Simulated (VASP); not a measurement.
Input of a VASP 6.6.1 run:

INCAR

```
PREC = Accurate ; ENCUT = 600
EDIFF = 1E-6 ; ISMEAR = 0
SIGMA = 0.01 ; LREAL = False
LASPH = True ; NELM = 60
ALGO = Normal ; ISIF = 3
LWAVE = False ; LCHARG = False
IBRION = 2 ; NSW = 80
EDIFFG = -0.001
```

File KPOINTS:

```
regular mesh
0
Gamma
  8 8 8
```

Contents of POSCAR:

```
SrO
1.0
    0.0000000000      2.5323557040      2.5323557040
    2.5323557040      0.0000000000      2.5323557040
    2.5323557040      2.5323557040      0.0000000000
Sr O
1 1
Direct
    0.0000000000      0.0000000000      0.0000000000
    0.5000000000      0.5000000000      0.5000000000
```

Potentials or basis: VASP PAW LDA potentials, release 64 (Sr_sv, O).

The run is started by

```sh
$ cat potpaw_LDA.64/Sr_sv/POTCAR potpaw_LDA.64/O/POTCAR > POTCAR
$ mpirun -np 1 vasp_std > vasp.out
```

(1) What does it give for the relaxed volume?

(2) What does it give for the band gap on the k mesh?

(3) Predict the relaxed cell.

(4) What does it give for the space group after relaxing (to 0.1 Å)?

Results:

(1) 16.35 Å³/atom.

(2) 3.07 eV (least direct gap 3.12 eV).

(3) a = 3.589 Å, b = 3.589 Å, c = 3.589 Å, α = 60.00°, β = 60.00°, γ = 60.00°.

(4) Fm-3m (No. 225).
